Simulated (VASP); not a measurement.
# Tl2F (P6/mmm) in VASP: notebook

Tl2F is run at these levels: PBE; tasks: single point, relaxation of cell and atoms.

Program: VASP 6.6.1. These are calculated values, not measurements. Logs are shortened: lines on timing, memory, paths and dates and some standing lists are left out, and cuts for length are marked.

## Step 1: The cell of the first run

It takes space group P6/mmm (No. 191, hexagonal). Conventional cell: a = 4.799 Å, b = 4.799 Å, c = 3.577 Å, α = 90.00°, β = 90.00°, γ = 120.00°. Within 3.7 Å of Tl (site symmetry -6m2) lie 5 Tl at 2.77 to 3.58 Å and 6 F at 3.30 Å. F (site symmetry 6/mmm) has 12 Tl at 3.30 Å and 2 F at 3.58 Å within 4.3 Å.

The cell was generated, and may not be a known phase.

## Step 2: Single point, PBE

INCAR

```
  PREC = Accurate
  ENCUT = 520
  EDIFF = 1E-6
  ISMEAR = 0
  SIGMA = 0.1
  LREAL = F
  LASPH = T
  NELM = 60
  ALGO = Fast
  ISIF = 2
  LWAVE = F
  LCHARG = T
  GGA = PE
  LELF = T
  LVHAR = T
  NBANDS = 24
```

KPOINTS

```
regular mesh
0
Gamma
  6 6 6
```

POSCAR

```
Tl2F
1.0
    4.7989365700      0.0000000000      0.0000000000
   -2.3994682800      4.1560009800      0.0000000000
    0.0000000000      0.0000000000      3.5774768700
Tl F
2 1
Direct
    0.3333333300      0.6666666700      0.5000000000
    0.6666666700      0.3333333300      0.5000000000
    0.0000000000      0.0000000000      0.0000000000
```

Potentials or basis: VASP PAW PBE potentials, release 64 (Tl_d, F).

On the command line:

```
cat potpaw_PBE.64/Tl_d/POTCAR potpaw_PBE.64/F/POTCAR > POTCAR
mpirun -np 1 vasp_std > vasp.out
```

OUTCAR:

```text
PREC = Accurate
   ENCUT = 520
   EDIFF = 1E-6
   ISMEAR = 0
   LREAL = F
   LASPH = T
   NELM = 60
   ISIF = 2
   GGA = PE

 ion  position               nearest neighbor table
   1  0.333  0.667  0.500-   2 2.77   2 2.77   2 2.77
   2  0.667  0.333  0.500-   1 2.77   1 2.77   1 2.77
   3  0.000  0.000  0.000-

  LATTYP: Found a hexagonal cell.
 ALAT       =     4.7989365700
 C/A-ratio  =     0.7454728392

  Lattice vectors:

 A1 = (   4.7989365700,   0.0000000000,   0.0000000000)
 A2 = (  -2.3994682800,   4.1560009800,   0.0000000000)
 A3 = (   0.0000000000,   0.0000000000,   3.5774768700)

Analysis of symmetry for initial positions (statically):
=====================================================================
 Subroutine PRICEL returns:
 Original cell was already a primitive cell.

 Routine SETGRP: Setting up the symmetry group for a
 hexagonal supercell.

 Subroutine GETGRP returns: Found 24 space group operations
 (whereof 24 operations were pure point group operations)
 out of a pool of 24 trial point group operations.

The static configuration has the point symmetry D_6h.

Analysis of symmetry for dynamics (positions and initial velocities):
=====================================================================
 Subroutine PRICEL returns:
 Original cell was already a primitive cell.

 Routine SETGRP: Setting up the symmetry group for a
 hexagonal supercell.

 Subroutine GETGRP returns: Found 24 space group operations
 (whereof 24 operations were pure point group operations)
 out of a pool of 24 trial point group operations.

The dynamic configuration has the point symmetry D_6h.

 Subroutine INISYM returns: Found 24 space group operations
 (whereof 24 operations are pure point group operations),
 and found     1 'primitive' translations

----------------------------------------------------------------------------------------

                                     Primitive cell

  volume of cell :      71.3506

  direct lattice vectors                    reciprocal lattice vectors
     4.798936570  0.000000000  0.000000000     0.208379499  0.120307960  0.000000000
    -2.399468280  4.156000980  0.000000000     0.000000000  0.240615920  0.000000000
     0.000000000  0.000000000  3.577476870     0.000000000  0.000000000  0.279526615

  length of vectors
     4.798936570  4.798936567  3.577476870     0.240615920  0.240615920  0.279526615

  position of ions in fractional coordinates (direct lattice)
     0.333333330  0.666666670  0.500000000
     0.666666670  0.333333330  0.500000000
     0.000000000  0.000000000  0.000000000

  ion indices of the primitive-cell ions
   primitive index   ion index
                 1           1
                 2           2
                 3           3

----------------------------------------------------------------------------------------

 KPOINTS: regular mesh

Automatic generation of k-mesh.
 Grid dimensions read from file:
 generate k-points for:    6    6    6

 Generating k-lattice:

  Cartesian coordinates                     Fractional coordinates (reciprocal lattice)
     0.034729917  0.020051327  0.000000000     0.166666667  0.000000000  0.000000000
     0.000000000  0.040102653  0.000000000     0.000000000  0.166666667  0.000000000
     0.000000000  0.000000000  0.046587769     0.000000000  0.000000000  0.166666667

  Length of vectors
     0.040102653  0.040102653  0.046587769

  Shift w.r.t. Gamma in fractional coordinates (k-lattice)
     0.000000000  0.000000000  0.000000000

 Subroutine IBZKPT returns following result:
 ===========================================

 Found     28 irreducible k-points:

 Following reciprocal coordinates:
            Coordinates               Weight
  0.000000  0.000000  0.000000      1.000000
  0.166667  0.000000  0.000000      6.000000
  0.333333  0.000000  0.000000      6.000000
  0.500000  0.000000  0.000000      3.000000
  0.166667  0.166667  0.000000      6.000000
  0.333333  0.166667  0.000000     12.000000
[... 16 lines left out ...]
  0.166667  0.000000  0.500000      6.000000
  0.333333  0.000000  0.500000      6.000000
 [... further k-points ...]
   k-points           NKPTS =     28   k-points in BZ     NKDIM =     28   number of bands    NBANDS=     24
   number of dos      NEDOS =    301   number of ions     NIONS =      3
   total plane-waves  NPLWV =  36288
   dimension x,y,z NGX =    36 NGY =   36 NGZ =   28
   dimension x,y,z NGXF=    72 NGYF=   72 NGZF=   56
   ions per type =               2   1
   NGX,Y,Z   is equivalent  to a cutoff of  12.47, 12.47, 13.01 a.u.
   NGXF,Y,Z  is equivalent  to a cutoff of  24.94, 24.94, 26.02 a.u.
 SYSTEM =  unknown system
   PREC   = accura    normal or accurate (medium, high low for compatibility)
   ISTART =      0    job   : 0-new  1-cont  2-samecut
   ICHARG =      2    charge: 1-file 2-atom 10-const
   ISPIN  =      1    spin polarized calculation?
   LNONCOLLINEAR =      F non collinear calculations
   LSORBIT =      F    spin-orbit coupling
   LASPH  =      T    aspherical Exc in radial PAW
   ENCUT  =  520.0 eV  38.22 Ry    6.18 a.u.   8.92  8.92  6.65*2*pi/ulx,y,z
   NELM   =     60;   NELMIN=  2; NELMDL= -5     # of ELM steps
   EDIFF  = 0.1E-05   stopping-criterion for ELM
   LREAL  =      F    real-space projection
   EDIFFG = 0.1E-04   stopping-criterion for IOM
   NSW    =      0    number of steps for IOM
   IBRION =     -1    ionic relax: 0-MD 1-quasi-New 2-CG
   NFREE  =      0    steps in history (QN), initial steepest desc. (CG)
   ISIF   =      2    stress and relaxation
   ISYM   =      2    0-nonsym 1-usesym 2-fastsym
   POTIM  = 0.5000    time-step for ionic-motion
   TEBEG  =    0.0;   TEEND  =   0.0 temperature during run
   PSTRESS=    0.0 pullay stress
   NELECT =      33.0000    total number of electrons
   NUPDOWN=      -1.0000    fix difference up-down
   EMIN   =  10.00;   EMAX   =-10.00  energy-range for DOS
   EFERMI =   0.00;   METHOD = LEGACY
   ISMEAR =     0;   SIGMA  =   0.10  broadening in eV -4-tet -1-fermi 0-gaus
   EFERMI_NEDOS =   21; number of points for ismear=-14 and -15
   IALGO  =     68    algorithm
   IMIX   =      4    mixing-type and parameters
     AMIX     =   0.40;   BMIX     =  1.00
     AMIX_MAG =   1.60;   BMIX_MAG =  1.00
  volume/ion in A,a.u.               =      23.78       160.50
  Fermi-wavevector in a.u.,A,eV,Ry     =   1.266039  2.392466 21.808153  1.602854
  Thomas-Fermi vector in A             =   2.399260
   LORBIT       =      0    0 simple, 1 ext, 2 COOP (PROOUT), +10 PAW based schemes
   GGA     = PE    functional components
   LHFCALC =     F    Hartree Fock is set to
   AEXX    =    0.0000 exact exchange contribution
   IVDW    =     0    specifies the selected vdW correction
   LEPSILON=     F    determine dielectric tensor
   LRPA    =     F    only Hartree local field effects (RPA)
 non-spin polarized calculation
 RMM-DIIS sequential band-by-band and
 Gauss-broadening in eV      SIGMA  =   0.10
  energy-cutoff  :      520.00
  volume of cell :       71.35
 maximum number of plane-waves:      1947
 NGX is ok and might be reduce to    36
   NGX = 17   NGY = 17   NGZ = 13

 number of electron      32.9999998 magnetization

 Free energy of the ion-electron system (eV)
  ---------------------------------------------------
  ext. energy  EPLUGINS =         0.00000000
  ---------------------------------------------------
  free energy    TOTEN  =        -7.81121810 eV

  energy without entropy =       -7.80159893  energy(sigma->0) =       -7.80640851

 E-fermi :   4.9660     XC(G=0):  -9.6660

 val. band max:        4.9525601770   @ k =   0.0000   0.0000   0.5000
 cond. band min:       5.0440128108   @ k =   0.3333   0.1667   0.3333
 fundamental gap:      0.0914526338
 Fermi energy:         4.9659581821

 k-point     1 :       0.0000    0.0000    0.0000
  band No.  band energies     occupation
      1     -16.5176      2.00000
      2      -7.7702      2.00000
      3      -7.4855      2.00000
      4      -7.4855      2.00000
      5      -7.2175      2.00000
      6      -7.2175      2.00000
[... 16 lines left out ...]
     23      13.9407      0.00000
     24      15.9108      0.00000

 k-point     2 :       0.1667    0.0000    0.0000
  band No.  band energies     occupation
      1     -16.5153      2.00000
      2      -7.7842      2.00000
      3      -7.6291      2.00000
      4      -7.5944      2.00000
      5      -7.2332      2.00000
      6      -7.1931      2.00000
[... 16 lines left out ...]
     23      14.8401      0.00000
     24      15.0397      0.00000

 k-point     3 :       0.3333    0.0000    0.0000
  band No.  band energies     occupation
      1     -16.5110      2.00000
      2      -7.8857      2.00000
      3      -7.8050      2.00000
      4      -7.6335      2.00000
      5      -7.2624      2.00000
      6      -7.1348      2.00000
[... 16 lines left out ...]
     23      14.0323      0.00000
     24      15.9301      0.00000

 k-point     4 :       0.5000    0.0000    0.0000
  band No.  band energies     occupation
      1     -16.5088      2.00000
      2      -7.9444      2.00000
      3      -7.8711      2.00000
      4      -7.6215      2.00000
      5      -7.2761      2.00000
      6      -7.0969      2.00000
[... 16 lines left out ...]
     23      14.5602      0.00000
     24      14.8243      0.00000

 k-point     5 :       0.1667    0.1667    0.0000
  band No.  band energies     occupation
      1     -16.5120      2.00000
      2      -7.8891      2.00000
      3      -7.6919      2.00000
      4      -7.6720      2.00000
      5      -7.2622      2.00000
      6      -7.1408      2.00000
[... 451 lines left out ...]
 k-point    22 :       0.0000    0.0000    0.5000
  band No.  band energies     occupation
      1     -16.4764      2.00000
      2      -7.6451      2.00000
      3      -7.4664      2.00000
      4      -7.4664      2.00000
      5      -7.3800      2.00000
      6      -7.3800      2.00000
[... 16 lines left out ...]
     23      13.2699      0.00000
     24      13.2699      0.00000

 k-point    23 :       0.1667    0.0000    0.5000
  band No.  band energies     occupation
      1     -16.4761      2.00000
      2      -7.6901      2.00000
      3      -7.6079      2.00000
      4      -7.5438      2.00000
      5      -7.4022      2.00000
      6      -7.3579      2.00000
[... 16 lines left out ...]
     23      13.2819      0.00000
     24      14.0642      0.00000

 k-point    24 :       0.3333    0.0000    0.5000
  band No.  band energies     occupation
      1     -16.4749      2.00000
      2      -7.8513      2.00000
      3      -7.7837      2.00000
      4      -7.5278      2.00000
      5      -7.4428      2.00000
      6      -7.2940      2.00000
[... 16 lines left out ...]
     23      13.9867      0.00000
     24      14.2260      0.00000

 [... further k-points ...]

------------------------ aborting loop because EDIFF is reached ----------------------------------------

  FORCE on cell =-STRESS in cart. coord.  units (eV):
  Direction    XX          YY          ZZ          XY          YZ          ZX
  --------------------------------------------------------------------------------------
  -------------------------------------------------------------------------------------
  Total        4.3599214      4.3599214     -1.0495987      0.0000000     -0.0000000      0.0000000
  in kB       97.9020441     97.9020441    -23.5687408      0.0000001     -0.0000000      0.0000000
  external PRESSURE =      57.4117825 kB  Pullay stress =       0.0000000 kB

 VOLUME and BASIS-vectors are now :
 -----------------------------------------------------------------------------
  energy-cutoff  :      520.00
  volume of cell :       71.35
      direct lattice vectors                 reciprocal lattice vectors
     4.798936570  0.000000000  0.000000000     0.208379499  0.120307960  0.000000000
    -2.399468280  4.156000980  0.000000000     0.000000000  0.240615920  0.000000000
     0.000000000  0.000000000  3.577476870     0.000000000  0.000000000  0.279526615

 POSITION                                       TOTAL-FORCE (eV/Angst)
 -----------------------------------------------------------------------------------
     -0.00000      2.77067      1.78874        -0.000000      0.000000      0.000000
      2.39947      1.38533      1.78874         0.000000     -0.000000      0.000000
      0.00000      0.00000      0.00000        -0.000000      0.000000      0.000000
 -----------------------------------------------------------------------------------
    total drift:                               -0.000000      0.000000      0.000000

  FREE ENERGIE OF THE ION-ELECTRON SYSTEM (eV)
  ---------------------------------------------------
  free  energy   TOTEN  =        -7.8112180990 eV

  energy  without entropy=       -7.8015989288  energy(sigma->0) =       -7.80640851
```

Wall time 50 s (1 thread of AMD EPYC 9755, shared host); peak memory 0.15 GiB.

Results:

| Property | Result |
| --- | --- |
| Free energy | -7.8112 eV |
| Pressure | 5.7 GPa |
| Band gap on the k mesh | zero (an odd number of electrons rules out a gap without spin polarisation) |

Levels at points of the mesh, in eV from the Fermi level:
```csv
k point,band 12,band 13,band 14,band 15,band 16,band 17,band 18,band 19,band 20,band 21
"(0.00, 0.00, 0.00)",-9.52,-3.23,-3.23,-2.87,-1.67,0.65,0.65,4.27,5.95,5.95
"(0.50, 0.00, 0.00)",-8.07,-6.20,-3.71,-2.78,-2.62,0.20,2.30,5.52,7.62,8.75
"(0.00, 0.00, 0.50)",-8.04,-3.08,-3.08,-2.89,-2.32,-0.01,2.09,2.09,3.59,6.36
"(0.50, 0.00, 0.50)",-6.36,-5.24,-3.71,-3.08,-2.79,0.13,0.38,0.70,4.31,8.35
```

Caveat: the stress differs along the axes, from -2 to 10 GPa; spin-orbit coupling is left out, which moves the levels of the heavy elements.

(Part 1 of 3 ends here.)

The gap in the log of VASP goes by the Fermi energy; the results here count the filled bands.